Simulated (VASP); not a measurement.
# PtSe2 (Pnnm) in VASP: notebook, part 2 of 2

VASP 6.6.1.

### Step 3. Single point, PBE

This run uses another cell than the first one, of 21.27 Å³/atom.

The input, INCAR:

```
  PREC = Accurate
  ENCUT = 520
  EDIFF = 1E-6
  ISMEAR = 0
  SIGMA = 0.1
  LREAL = F
  LASPH = T
  NELM = 100
  ALGO = Normal
  ISIF = 2
  LWAVE = F
  LCHARG = F
  GGA = PE
  NBANDS = 31
```

The input, KPOINTS:

```
regular mesh
0
Gamma
  4 4 4
```

The input, POSCAR:

```
PtSe2
1.0
    5.5097483817      0.0000000000      0.0000000000
    0.0000000000      5.9552449051      0.0000000000
    0.0000000000      0.0000000000      3.8891960076
Pt Se
2 4
Direct
    0.5000000000      0.5000000000      0.5000000000
    0.0000000000      0.0000000000      0.0000000000
    0.2722415467      0.8797981376      0.5000000000
    0.7722415467      0.6202018624      0.0000000000
    0.7277584533      0.1202018624      0.5000000000
    0.2277584533      0.3797981376      0.0000000000
```

Potentials or basis: VASP PAW PBE potentials, release 64 (Pt, Se).

On the command line:

```bash
> cat potpaw_PBE.64/Pt/POTCAR potpaw_PBE.64/Se/POTCAR > POTCAR
> mpirun -np 1 vasp_std > vasp.out
```

OUTCAR:

```text
PREC = Accurate
   ENCUT = 520
   EDIFF = 1E-6
   ISMEAR = 0
   LREAL = F
   LASPH = T
   NELM = 100
   ISIF = 2
   GGA = PE

 ion  position               nearest neighbor table
   1  0.500  0.500  0.500-   4 2.56   6 2.56   4 2.56   6 2.56   5 2.59   3 2.59
   2  0.000  0.000  0.000-   3 2.56   5 2.56   3 2.56   5 2.56   4 2.59   6 2.59
   3  0.272  0.880  0.500-   2 2.56   2 2.56   1 2.59
   4  0.772  0.620  0.000-   1 2.56   1 2.56   2 2.59
   5  0.728  0.120  0.500-   2 2.56   2 2.56   1 2.59
   6  0.228  0.380  0.000-   1 2.56   1 2.56   2 2.59

  LATTYP: Found a simple orthorhombic cell.
 ALAT       =     3.8891960076
 B/A-ratio  =     1.4166805610
 C/A-ratio  =     1.5312277636

  Lattice vectors:

 A1 = (   0.0000000000,   0.0000000000,   3.8891960076)
 A2 = (   5.5097483817,   0.0000000000,   0.0000000000)
 A3 = (   0.0000000000,   5.9552449051,   0.0000000000)

Analysis of symmetry for initial positions (statically):
=====================================================================
 Subroutine PRICEL returns:
 Original cell was already a primitive cell.

 Routine SETGRP: Setting up the symmetry group for a
 simple orthorhombic supercell.

 Subroutine GETGRP returns: Found  8 space group operations
 (whereof  4 operations were pure point group operations)
 out of a pool of  8 trial point group operations.

The static configuration has the point symmetry C_2h.
 The point group associated with its full space group is D_2h.

Analysis of symmetry for dynamics (positions and initial velocities):
=====================================================================
 Subroutine PRICEL returns:
 Original cell was already a primitive cell.

 Routine SETGRP: Setting up the symmetry group for a
 simple orthorhombic supercell.

 Subroutine GETGRP returns: Found  8 space group operations
 (whereof  4 operations were pure point group operations)
 out of a pool of  8 trial point group operations.

The dynamic configuration has the point symmetry C_2h.
 The point group associated with its full space group is D_2h.

 Subroutine INISYM returns: Found  8 space group operations
 (whereof  4 operations are pure point group operations),
 and found     1 'primitive' translations

----------------------------------------------------------------------------------------

                                     Primitive cell

  volume of cell :     127.6119

  direct lattice vectors                    reciprocal lattice vectors
     5.509748382  0.000000000  0.000000000     0.181496491  0.000000000  0.000000000
     0.000000000  5.955244905  0.000000000     0.000000000  0.167919207  0.000000000
     0.000000000  0.000000000  3.889196008     0.000000000  0.000000000  0.257122551

  length of vectors
     5.509748382  5.955244905  3.889196008     0.181496491  0.167919207  0.257122551

  position of ions in fractional coordinates (direct lattice)
     0.500000000  0.500000000  0.500000000
     0.000000000  0.000000000  0.000000000
     0.272241547  0.879798138  0.500000000
     0.772241547  0.620201862  0.000000000
     0.727758453  0.120201862  0.500000000
     0.227758453  0.379798138  0.000000000

  ion indices of the primitive-cell ions
   primitive index   ion index
                 1           1
                 2           2
                 3           3
                 4           4
                 5           5
                 6           6

----------------------------------------------------------------------------------------

 KPOINTS: regular mesh

Automatic generation of k-mesh.
 Grid dimensions read from file:
 generate k-points for:    4    4    4

 Generating k-lattice:

  Cartesian coordinates                     Fractional coordinates (reciprocal lattice)
     0.045374123  0.000000000  0.000000000     0.250000000  0.000000000  0.000000000
     0.000000000  0.041979802  0.000000000     0.000000000  0.250000000  0.000000000
     0.000000000  0.000000000  0.064280638     0.000000000  0.000000000  0.250000000

  Length of vectors
     0.045374123  0.041979802  0.064280638

  Shift w.r.t. Gamma in fractional coordinates (k-lattice)
     0.000000000  0.000000000  0.000000000

 Subroutine IBZKPT returns following result:
 ===========================================

 Found     27 irreducible k-points:

 Following reciprocal coordinates:
            Coordinates               Weight
  0.000000  0.000000  0.000000      1.000000
  0.250000  0.000000  0.000000      2.000000
  0.500000  0.000000  0.000000      1.000000
  0.000000  0.250000  0.000000      2.000000
  0.250000  0.250000  0.000000      4.000000
  0.500000  0.250000  0.000000      2.000000
[... 16 lines left out ...]
  0.250000  0.250000  0.500000      4.000000
  0.500000  0.250000  0.500000      2.000000
 [... further k-points ...]
   k-points           NKPTS =     27   k-points in BZ     NKDIM =     27   number of bands    NBANDS=     31
   number of dos      NEDOS =    301   number of ions     NIONS =      6
   total plane-waves  NPLWV =  60480
   dimension x,y,z NGX =    42 NGY =   48 NGZ =   30
   dimension x,y,z NGXF=    84 NGYF=   96 NGZF=   60
   ions per type =               2   4
   NGX,Y,Z   is equivalent  to a cutoff of  12.67, 13.40, 12.82 a.u.
   NGXF,Y,Z  is equivalent  to a cutoff of  25.35, 26.80, 25.65 a.u.
 SYSTEM =  unknown system
   PREC   = accura    normal or accurate (medium, high low for compatibility)
   ISTART =      0    job   : 0-new  1-cont  2-samecut
   ICHARG =      2    charge: 1-file 2-atom 10-const
   ISPIN  =      1    spin polarized calculation?
   LNONCOLLINEAR =      F non collinear calculations
   LSORBIT =      F    spin-orbit coupling
   LASPH  =      T    aspherical Exc in radial PAW
   ENCUT  =  520.0 eV  38.22 Ry    6.18 a.u.  10.24 11.07  7.23*2*pi/ulx,y,z
   NELM   =    100;   NELMIN=  2; NELMDL= -5     # of ELM steps
   EDIFF  = 0.1E-05   stopping-criterion for ELM
   LREAL  =      F    real-space projection
[... 7 lines left out ...]
   TEBEG  =    0.0;   TEEND  =   0.0 temperature during run
   PSTRESS=    0.0 pullay stress
   NELECT =      44.0000    total number of electrons
   NUPDOWN=      -1.0000    fix difference up-down
   EMIN   =  10.00;   EMAX   =-10.00  energy-range for DOS
   EFERMI =   0.00;   METHOD = LEGACY
   ISMEAR =     0;   SIGMA  =   0.10  broadening in eV -4-tet -1-fermi 0-gaus
   EFERMI_NEDOS =   21; number of points for ismear=-14 and -15
   IALGO  =     38    algorithm
   IMIX   =      4    mixing-type and parameters
     AMIX     =   0.40;   BMIX     =  1.00
     AMIX_MAG =   1.60;   BMIX_MAG =  1.00
  volume/ion in A,a.u.               =      21.27       143.53
  Fermi-wavevector in a.u.,A,eV,Ry     =   1.147965  2.169339 17.930079  1.317824
  Thomas-Fermi vector in A             =   2.284642
   LORBIT       =      0    0 simple, 1 ext, 2 COOP (PROOUT), +10 PAW based schemes
   GGA     = PE    functional components
   LHFCALC =     F    Hartree Fock is set to
   AEXX    =    0.0000 exact exchange contribution
   IVDW    =     0    specifies the selected vdW correction
   LEPSILON=     F    determine dielectric tensor
   LRPA    =     F    only Hartree local field effects (RPA)
 non-spin polarized calculation
 Gauss-broadening in eV      SIGMA  =   0.10
  energy-cutoff  :      520.00
  volume of cell :      127.61
 maximum number of plane-waves:      3480
 NGX is ok and might be reduce to    42
   NGX = 21   NGY = 23   NGZ = 15

 number of electron      44.0000004 magnetization

 Free energy of the ion-electron system (eV)
  ---------------------------------------------------
  ext. energy  EPLUGINS =         0.00000000
  ---------------------------------------------------
  free energy    TOTEN  =       -27.52979465 eV

  energy without entropy =      -27.52151009  energy(sigma->0) =      -27.52565237

 E-fermi :   5.8628     XC(G=0): -10.4489

 val. band max:        5.8315680296   @ k =   0.0000   0.0000   0.0000
 cond. band min:       5.8912408246   @ k =   0.5000   0.0000   0.0000
 fundamental gap:      0.0596727950
 Fermi energy:         5.8628327095

 k-point     1 :       0.0000    0.0000    0.0000
  band No.  band energies     occupation
      1      -9.3864      2.00000
      2      -7.9354      2.00000
      3      -7.1411      2.00000
      4      -6.9052      2.00000
      5      -1.5834      2.00000
      6      -0.5560      2.00000
[... 805 lines left out ...]
     30      11.8461      0.00000
     31      13.4007      0.00000

 [... further k-points ...]
[... 5 lines left out ...]
  --------------------------------------------------------------------------------------
  -------------------------------------------------------------------------------------
  Total        0.1289055      0.0329697      0.1340429      0.0000000      0.0000000      0.0000000
  in kB        1.6184186      0.4139373      1.6829189      0.0000000      0.0000000      0.0000000
  external PRESSURE =       1.2384250 kB  Pullay stress =       0.0000000 kB

 VOLUME and BASIS-vectors are now :
 -----------------------------------------------------------------------------
  energy-cutoff  :      520.00
  volume of cell :      127.61
      direct lattice vectors                 reciprocal lattice vectors
     5.509748382  0.000000000  0.000000000     0.181496491  0.000000000  0.000000000
     0.000000000  5.955244905  0.000000000     0.000000000  0.167919207  0.000000000
     0.000000000  0.000000000  3.889196008     0.000000000  0.000000000  0.257122551

 POSITION                                       TOTAL-FORCE (eV/Angst)
 -----------------------------------------------------------------------------------
      2.75487      2.97762      1.94460         0.000000      0.000000      0.000000
      0.00000      0.00000      0.00000         0.000000      0.000000      0.000000
      1.49998      5.23941      1.94460         0.002124     -0.007665     -0.000000
      4.25486      3.69345      0.00000         0.002124      0.007665      0.000000
      4.00977      0.71583      1.94460        -0.002124      0.007665      0.000000
      1.25489      2.26179      0.00000        -0.002124     -0.007665     -0.000000
 -----------------------------------------------------------------------------------
    total drift:                                0.000000      0.000000     -0.000000

  FREE ENERGIE OF THE ION-ELECTRON SYSTEM (eV)
  ---------------------------------------------------
  free  energy   TOTEN  =       -27.5297946454 eV

  energy  without entropy=      -27.5215100861  energy(sigma->0) =      -27.52565237
```

OSZICAR:

```text
N       E                     dE             d eps       ncg     rms          rms(c)
DAV:   1     0.244011697781E+03    0.24401E+03   -0.19864E+04  1682   0.126E+03
DAV:   2    -0.136017732540E+02   -0.25761E+03   -0.24636E+03  2004   0.242E+02
DAV:   3    -0.285879668198E+02   -0.14986E+02   -0.14615E+02  2026   0.561E+01
DAV:   4    -0.288001624719E+02   -0.21220E+00   -0.21190E+00  1912   0.734E+00
DAV:   5    -0.288035166494E+02   -0.33542E-02   -0.33537E-02  2052   0.881E-01    0.164E+01
DAV:   6    -0.282225182877E+02    0.58100E+00   -0.12693E+01  1800   0.213E+01    0.128E+01
DAV:   7    -0.275536676673E+02    0.66885E+00   -0.22358E+00  1772   0.110E+01    0.594E+00
DAV:   8    -0.275508732979E+02    0.27944E-02   -0.30112E-01  1849   0.239E+00    0.147E+00
DAV:   9    -0.275298042501E+02    0.21069E-01   -0.62207E-02  1898   0.169E+00    0.379E-01
DAV:  10    -0.275298312987E+02   -0.27049E-04   -0.76953E-03  1954   0.372E-01    0.806E-02
DAV:  11    -0.275297902084E+02    0.41090E-04   -0.78548E-04  1970   0.181E-01    0.367E-02
DAV:  12    -0.275297940371E+02   -0.38287E-05   -0.11065E-04  1954   0.695E-02    0.215E-02
DAV:  13    -0.275297942831E+02   -0.24600E-06   -0.11899E-05  1934   0.183E-02    0.250E-03
DAV:  14    -0.275297946454E+02   -0.36227E-06   -0.57457E-07  1306   0.404E-03
   1 F= -.27529795E+02 E0= -.27525652E+02  d E =-.828456E-02
```

Wall time 51 s (1 thread of Intel Xeon 6975P-C (Granite Rapids), shared host); peak memory 0.29 GiB.

Results:

```
Free energy            : -27.5298 eV
Pressure               : 0.1 GPa
Largest force          : 0.008 eV/Å
Band gap on the k mesh : zero (bands 22 and 23 overlap by 0.63 eV)
```

Forces on the atoms (eV/Å):
```
Pt   0.000  0.000  0.000
Pt   0.000  0.000  0.000
Se   0.002 -0.008  0.000
Se   0.002  0.008  0.000
Se  -0.002  0.008  0.000
Se  -0.002 -0.008  0.000
```

Levels at points of the mesh, in eV from the Fermi level:
```tsv
k point	band 20	band 21	band 22	band 23	band 24	band 25
(0.00, 0.00, 0.00)	-1.50	-0.62	-0.03	0.50	2.00	2.05
(0.50, 0.00, 0.00)	-1.66	0.03	0.03	1.08	1.08	1.38
(0.00, 0.50, 0.00)	-1.99	-0.84	-0.84	1.21	1.21	1.75
(0.50, 0.50, 0.00)	-2.10	-1.26	-1.26	1.17	1.17	1.27
(0.00, 0.00, 0.50)	-2.58	-0.69	-0.69	0.05	0.05	1.14
(0.50, 0.00, 0.50)	-2.63	-0.54	-0.54	-0.45	-0.45	2.11
(0.00, 0.50, 0.50)	-2.18	-1.92	-1.92	1.06	1.06	1.67
(0.50, 0.50, 0.50)	-1.72	-0.59	-0.59	0.75	0.75	0.86
```

Caveat: the k points lie up to 0.40 Å⁻¹ apart, too coarse for converged energies and pressures of a metal; spin-orbit coupling is left out, which moves the levels of the heavy elements.

The gap in the log of VASP goes by the Fermi energy; the results here count the filled bands.